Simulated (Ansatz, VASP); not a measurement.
Al3Ga5As8: VASP beside Ansatz

```
Al Ga As
1.0
    -5.66570    5.66570    0.00000
    -5.66570    0.00000    5.66570
    -0.00013    5.66557    5.66557
Al Ga As
3 5 8
Direct
  0.00000 0.00000 0.99944
  0.50056 0.00000 0.99944
  0.00000 0.50056 0.99944
  0.99992 0.99992 0.50023
  0.50009 0.50009 0.99974
  0.50000 0.99960 0.50041
  0.99960 0.50000 0.50041
  0.50000 0.50000 0.50041
  0.87501 0.87501 0.37489
  0.37508 0.87501 0.37489
  0.87501 0.37508 0.37489
  0.87499 0.87499 0.87502
  0.37493 0.37493 0.37521
  0.37489 0.87502 0.87519
  0.87502 0.37489 0.87519
  0.37489 0.37489 0.87519
```

Alike in both runs: functional PBEsol; k mesh 4 × 4 × 4; occupations gaussian, width 0.02 eV; no spin polarisation.

Ansatz relaxed the structure, and its values are those at the end. VASP's run is a single point on that final structure, the one shown.

|  | VASP | Ansatz |
| --- | --- | --- |
| version | VASP 6.6.1 | Ansatz 0.2.0 |
| potentials or method | VASP PAW PBE potentials, release 64 (Al, Ga_d, As), cutoff 520 eV | scalar-relativistic, plane waves, PAW |
| valence electrons in the cell | 114 | 194 |

VASP gave:

- gap on the k mesh at the Fermi level (eV): 0.75
- least direct gap on the mesh (eV): 0.75
- pressure (GPa): 0.2
- rms of the force components (eV/Å): 0.004

Task: Estimate Ansatz's values.

Result: gap on the k mesh at the Fermi level (eV): 0.74; least direct gap on the mesh (eV): 0.74; pressure (GPa): 0.0; rms of the force components (eV/Å): 0.001.

VASP's potentials were made for PBE, not for PBEsol. With one functional, cell and mesh, what is left measures potentials, basis and numerics. VASP's potentials hold 114 valence electrons a cell and Ansatz's 194, so a difference there can come from the potentials and not from the codes.
